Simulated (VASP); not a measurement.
Runs of VASP 6.6.1 on Pt. The structure is that of space group P6/mmm (No. 191), or close to it. The cells are those of the table. 

```csv
cell,gap on the mesh (eV),pressure (GPa)
"a = 4.386, b = 4.386, c = 2.613 Å, angles 90.0, 90.0, 120.0°, 3 atoms",none,(b)
"a = 4.324, b = 4.324, c = 2.576 Å, angles 90.0, 90.0, 120.0°, 3 atoms",none,(a)
"a = 4.504, b = 4.504, c = 2.684 Å, angles 90.0, 90.0, 120.0°, 3 atoms",none,-9.6
"a = 4.617, b = 4.617, c = 2.751 Å, angles 90.0, 90.0, 120.0°, 3 atoms",none,-23.7
"a = 4.260, b = 4.260, c = 2.538 Å, angles 90.0, 90.0, 120.0°, 3 atoms",none,53.3
```

Alike in all rows: task single point; level LDA; potentials or basis VASP PAW LDA potentials, release 64 (Pt); no spin polarisation; k mesh 9 × 9 × 13; cutoff (eV) 520; smearing fermi-dirac 0.1 eV.

Task: Fill in the values left out.

Result: (a) 31.3; (b) 14.1.

Caveats: spin-orbit coupling is left out, which moves the levels of the heavy elements.

A k mesh can miss the band edges, and the runs leave out spin-orbit coupling on Pt.

A gap of «none» marks levels without a gap at the run's occupations.
